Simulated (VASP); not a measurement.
# LiBr (Fm-3m) in VASP: notebook, part 2 of 2

VASP 6.6.1. The steps go on from the part before.

## (4) Single point, PBE

Contents of INCAR:

```
SYSTEM = LiBr
  PREC = Accurate
  ENCUT = 750
  EDIFF = 1E-6
  ISMEAR = 0
  SIGMA = 0.01
  LREAL = .False.
  LASPH = .True.
  NELM = 120
  ALGO = Normal
  ISIF = 2
  LWAVE = .False.
  LCHARG = .True.
  GGA = PE
  LELF = .True.
  LVHAR = .True.
  NBANDS = 12
  GGA_COMPAT = .False.
```

Contents of KPOINTS:

```
regular mesh
0
Gamma
  4 4 4
  0 0 0
```

Contents of POSCAR:

```
LiBr
1.0
    0.0000000000      2.7395485832      2.7395485832
    2.7395485832      0.0000000000      2.7395485832
    2.7395485832      2.7395485832      0.0000000000
Li Br
1 1
Direct
    0.0000000000      0.0000000000      0.0000000000
    0.5000000000      0.5000000000      0.5000000000
```

Potentials or basis: VASP PAW PBE potentials, release 64 (Li_sv, Br).

Started as:

```sh
cat potpaw_PBE.64/Li_sv/POTCAR potpaw_PBE.64/Br/POTCAR > POTCAR
mpirun -np 1 vasp_std > vasp.out
```

OUTCAR:

```text
SYSTEM = LiBr
   PREC = Accurate
   ENCUT = 750
   EDIFF = 1E-6
   ISMEAR = 0
   LREAL = .False.
   LASPH = .True.
   NELM = 120
   ISIF = 2
   GGA = PE

 ion  position               nearest neighbor table
   1  0.000  0.000  0.000-
   2  0.500  0.500  0.500-

  LATTYP: Found a face centered cubic cell.
 ALAT       =     5.4790971664

  Lattice vectors:

 A1 = (   0.0000000000,   2.7395485832,   2.7395485832)
 A2 = (   2.7395485832,   0.0000000000,   2.7395485832)
 A3 = (   2.7395485832,   2.7395485832,   0.0000000000)

Analysis of symmetry for initial positions (statically):
=====================================================================
 Subroutine PRICEL returns:
 Original cell was already a primitive cell.

 Routine SETGRP: Setting up the symmetry group for a
 face centered cubic supercell.

 Subroutine GETGRP returns: Found 48 space group operations
 (whereof 48 operations were pure point group operations)
 out of a pool of 48 trial point group operations.

The static configuration has the point symmetry O_h .

[... 152 lines left out ...]
  band No.  band energies     occupation
      1     -43.9904      2.00000
      2     -13.0668      2.00000
      3       0.4049      2.00000
      4       0.4049      2.00000
      5       0.4049      2.00000
      6       5.3963      0.00000
      7      10.9104      0.00000
      8      10.9104      0.00000
      9      10.9104      0.00000
     10      12.6920      0.00000
     11      12.6920      0.00000
     12      12.6920      0.00000
[... 91 lines left out ...]
 k-point     8 :      -0.2500    0.5000    0.2500
  band No.  band energies     occupation
      1     -43.9890      2.00000
      2     -12.3878      2.00000
      3      -1.7782      2.00000
      4      -1.7782      2.00000
      5      -0.7566      2.00000
      6       8.4543      0.00000
      7       8.9910      0.00000
      8       9.8862      0.00000
      9       9.8862      0.00000
     10      14.4599      0.00000
     11      14.4599      0.00000
     12      17.8680      0.00000

------------------------ aborting loop because EDIFF is reached ----------------------------------------

  FORCE on cell =-STRESS in cart. coord.  units (eV):
  Direction    XX          YY          ZZ          XY          YZ          ZX
  --------------------------------------------------------------------------------------
  -------------------------------------------------------------------------------------
  Total        0.1467824      0.1467824      0.1467824     -0.0000000      0.0000000     -0.0000000
  in kB        5.7189657      5.7189657      5.7189657     -0.0000000      0.0000000     -0.0000000
  external PRESSURE =       5.7189657 kB  Pullay stress =       0.0000000 kB

 VOLUME and BASIS-vectors are now :
 -----------------------------------------------------------------------------
  energy-cutoff  :      750.00
  volume of cell :       41.12
      direct lattice vectors                 reciprocal lattice vectors
     0.000000000  2.739548583  2.739548583    -0.182511821  0.182511821  0.182511821
     2.739548583  0.000000000  2.739548583     0.182511821 -0.182511821  0.182511821
     2.739548583  2.739548583  0.000000000     0.182511821  0.182511821 -0.182511821

 POSITION                                       TOTAL-FORCE (eV/Angst)
 -----------------------------------------------------------------------------------
      0.00000      0.00000      0.00000        -0.000000      0.000000     -0.000000
      2.73955      2.73955      2.73955         0.000000     -0.000000      0.000000
 -----------------------------------------------------------------------------------
    total drift:                                0.000000      0.000000      0.000000

  FREE ENERGIE OF THE ION-ELECTRON SYSTEM (eV)
  ---------------------------------------------------
  free  energy   TOTEN  =        -6.6295436501 eV

  energy  without entropy=       -6.6295436501  energy(sigma->0) =       -6.62954365
```

OSZICAR:

```text
N       E                     dE             d eps       ncg     rms          rms(c)
DAV:   1     0.460183896061E+02    0.46018E+02   -0.47495E+03   192   0.952E+02
DAV:   2    -0.263314800195E+01   -0.48652E+02   -0.47074E+02   248   0.156E+02
DAV:   3    -0.646155203149E+01   -0.38284E+01   -0.38111E+01   240   0.411E+01
DAV:   4    -0.665698498718E+01   -0.19543E+00   -0.19539E+00   272   0.830E+00
DAV:   5    -0.665836817398E+01   -0.13832E-02   -0.13832E-02   236   0.765E-01    0.196E+00
DAV:   6    -0.662483410117E+01    0.33534E-01   -0.64794E-02   248   0.118E+00    0.120E+00
DAV:   7    -0.662704388649E+01   -0.22098E-02   -0.38438E-02   268   0.104E+00    0.436E-01
DAV:   8    -0.662950982453E+01   -0.24659E-02   -0.45686E-03   228   0.458E-01    0.630E-02
DAV:   9    -0.662951179843E+01   -0.19739E-05   -0.11985E-04   232   0.808E-02    0.270E-02
DAV:  10    -0.662954215984E+01   -0.30361E-04   -0.49566E-05   236   0.464E-02    0.173E-02
DAV:  11    -0.662954354288E+01   -0.13830E-05   -0.58532E-06   244   0.144E-02    0.371E-03
DAV:  12    -0.662954365009E+01   -0.10721E-06   -0.22922E-07   148   0.354E-03
   1 F= -.66295437E+01 E0= -.66295437E+01  d E =-.104418E-34
```

stdout:

```text
POSCAR found type information on POSCAR LiBr
 POSCAR found :  2 types and       2 ions
 scaLAPACK will be used
 LDA part: xc-table for (Slater+PW92), standard interpolation
 POSCAR, INCAR and KPOINTS ok, starting setup
 FFT: planning ... GRIDC
 FFT: planning ... GRID_SOFT
 FFT: planning ... GRID
 WAVECAR not read
 entering main loop
```

Wall time 7.5 s (1 thread of Intel Xeon Platinum 8488C (Sapphire Rapids), shared host); peak memory 0.2 GiB.

What came out:

| Item | Value |
| --- | --- |
| Free energy | -6.6295 eV |
| Pressure | 0.6 GPa |
| Band gap on the k mesh | 4.99 eV |

Caveat: the k points lie up to 0.50 Å⁻¹ apart.

## (5) Single point, PBE

Contents of INCAR:

```
SYSTEM = LiBr
PREC     = Accurate       ! precision mode
ENCUT    = 750            ! plane-wave cutoff, eV
EDIFF    = 1E-6           ! SCF threshold, eV
ISMEAR   = 0              ! smearing method
SIGMA    = 0.01           ! smearing width, eV
LREAL    = .False.        ! projectors in reciprocal space
LASPH    = .True.         ! aspherical terms in the spheres
NELM     = 120            ! most SCF steps
ALGO     = Normal         ! electronic algorithm
ISIF     = 2              ! what is computed and relaxed
LWAVE    = .False.        ! write WAVECAR
LCHARG   = .False.        ! write CHGCAR
GGA      = PE             ! functional
NBANDS   = 12             ! bands
GGA_COMPAT= .False.
```

Contents of KPOINTS:

```
regular mesh
0
Gamma
  6 6 6
  0 0 0
```

POSCAR is that of step 4.

Started as:

```sh
cat potpaw_PBE.64/Li_sv/POTCAR potpaw_PBE.64/Br/POTCAR > POTCAR
mpirun -np 1 vasp_std > vasp.out
```

Wall time 9.1 s (1 thread of Intel Xeon Platinum 8488C (Sapphire Rapids), shared host); peak memory 0.2 GiB.

The run converged. Its results:

| Item | Value |
| --- | --- |
| Free energy | -6.6402 eV |
| Pressure | 0.4 GPa |
| Band gap on the k mesh | 4.99 eV |

Levels at points of the mesh, in eV from the valence-band top:
| k point | band 1 | band 2 | band 3 | band 4 | band 5 | band 6 | band 7 | band 8 | band 9 | band 10 |
| --- | --- | --- | --- | --- | --- | --- | --- | --- | --- | --- |
| (0.00, 0.00, 0.00) | -44.38 | -13.47 | 0.00 | 0.00 | 0.00 | 4.99 | 10.51 | 10.51 | 10.51 | 12.29 |
| (0.50, 0.00, 0.00) | -44.38 | -12.99 | -2.93 | -0.27 | -0.27 | 5.63 | 8.11 | 8.11 | 11.87 | 14.09 |
| (0.50, 0.50, 0.00) | -44.38 | -12.79 | -2.93 | -1.16 | -1.16 | 6.26 | 7.09 | 11.72 | 12.52 | 12.52 |

## (6) The runs side by side

```tsv
level	potentials or basis	k mesh	gap on the mesh (eV)	pressure (GPa)
PBE	VASP PAW PBE potentials, release 64 (Li_sv, Br)	4 × 4 × 4	4.99	0.6
LDA	VASP PAW LDA potentials, release 64 (Li_sv, Br)	4 × 4 × 4	4.71	-2.4
PBE	VASP PAW PBE potentials, release 64 (Li_sv, Br)	6 × 6 × 6	4.99	0.4
```

Alike in all rows: task single point; no spin polarisation; cell as given; cutoff (eV) 750; smearing gaussian 0.01 eV.

Caveats: some runs use coarse meshes.

Absolute energies hang on the potentials; compare differences alone.
